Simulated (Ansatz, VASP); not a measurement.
CaS in VASP and in Ansatz

INCAR

```
  PREC = Accurate
  ENCUT = 500
  EDIFF = 1E-6
  ISMEAR = 0
  SIGMA = 0.01
  LREAL = F
  LASPH = T
  NELM = 120
  ALGO = Normal
  ISIF = 2
  LWAVE = F
  LCHARG = T
  GGA = PE
  LELF = T
  LVHAR = T
  NBANDS = 15
  GGA_COMPAT = F
```

The input KPOINTS:

```
Automatic mesh
0
Gamma
  8 8 8
```

Contents of POSCAR:

```
CaS
1.0
    0.0000000000      2.8479357442      2.8479357442
    2.8479357442      0.0000000000      2.8479357442
    2.8479357442      2.8479357442      0.0000000000
Ca S
1 1
Direct
    0.0000000000      0.0000000000      0.0000000000
    0.5000000000      0.5000000000      0.5000000000
```

Input for Ansatz:

```yaml
crystal:
  lattice:
    - [0.0, 2.8479357442, 2.8479357442]
    - [2.8479357442, 0.0, 2.8479357442]
    - [2.8479357442, 2.8479357442, 0.0]
  atoms:
    - { symbol: Ca, position: [0.0, 0.0, 0.0] }
    - { symbol: S, position: [0.5, 0.5, 0.5] }
kpoints:
  mp_grid: { grid: [8, 8, 8] }
  band_path:
    path:
      - [0.0, 0.0, 0.0]
      - [0.5, 0.0, 0.5]
      - [0.625, 0.25, 0.625]
      - [0.375, 0.375, 0.75]
      - [0.5, 0.5, 0.5]
      - [0.5, 0.25, 0.75]
      - [0.0, 0.5, 0.5]
    npoints: 1
hamiltonian:
  xc: pbe
scf:
  occupations: { method: fixed }
  n_extra_bands: 4
output:
  forces: true
  stress: true
  eigenvalues: true
```

Alike in both runs: task single point; functional PBE; k mesh 8 × 8 × 8; no spin polarisation.

|  | VASP | Ansatz |
| --- | --- | --- |
| version | VASP 6.6.1 | Ansatz 0.2.0 |
| potentials or method | VASP PAW PBE potentials, release 64 (Ca_sv, S) | plane waves, PAW |
| plane-wave cutoff (eV) | 500 | 420 |
| occupations | gaussian, width 0.01 eV | fixed |
| valence electrons in the cell | 16 | 16 |

|  | VASP | Ansatz | Ansatz less VASP |
| --- | --- | --- | --- |
| gap on the k mesh at the Fermi level (eV) | 2.36 | 2.36 | +0.005 |
| pressure (GPa) | 0.6 | 0.5 | -0.15 |
